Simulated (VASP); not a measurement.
LiH: single point with r2SCAN

The system is LiH.

```
CELL_PARAMETERS angstrom
2.75345 0.00000 0.00000
-1.37673 2.38456 0.00000
0.00000 0.00000 4.82374
ATOMIC_POSITIONS crystal
Li 0.00000 0.00000 0.00000
Li 0.00000 0.00000 0.50000
H 0.33333 0.66667 0.25000
H 0.66667 0.33333 0.75000
```

This cell differs from its parent crystal: volume changed by -3%.

```json
{
 "Program": "VASP 6.6.1",
 "Task": "single point",
 "Functional": "r2SCAN",
 "Potentials or basis": "VASP PAW PBE potentials, release 64 (Li_sv, H)",
 "Cutoff": "520 eV",
 "k mesh": "9 × 9 × 4",
 "Occupations": "gaussian, width 0.01 eV",
 "Spin": "no spin polarisation",
 "Dipole correction": "no",
 "Further INCAR settings": "ALGO = Normal; EDIFF = 1e-07; NBANDS = 12"
}
```

* Band gap on the k mesh: 5.18 eV, indirect (least direct gap 5.71 eV)

Levels at points of the mesh, in eV from the valence-band top:
```csv
k point,band 1,band 2,band 3,band 4,band 5,band 6,band 7,band 8
"(0.00, 0.00, 0.00)",-45.78,-45.70,-5.36,-3.09,5.45,16.15,17.68,18.20
"(0.00, 0.00, 0.50)",-45.74,-45.74,-4.44,-4.44,9.56,9.56,17.45,17.45
```

Run time: 58 s on 1 thread of Intel(R) Xeon(R) Platinum 8488C (Sapphire Rapids), on a shared host, peak memory 0.14 GiB.

 A k mesh can miss the band edges.
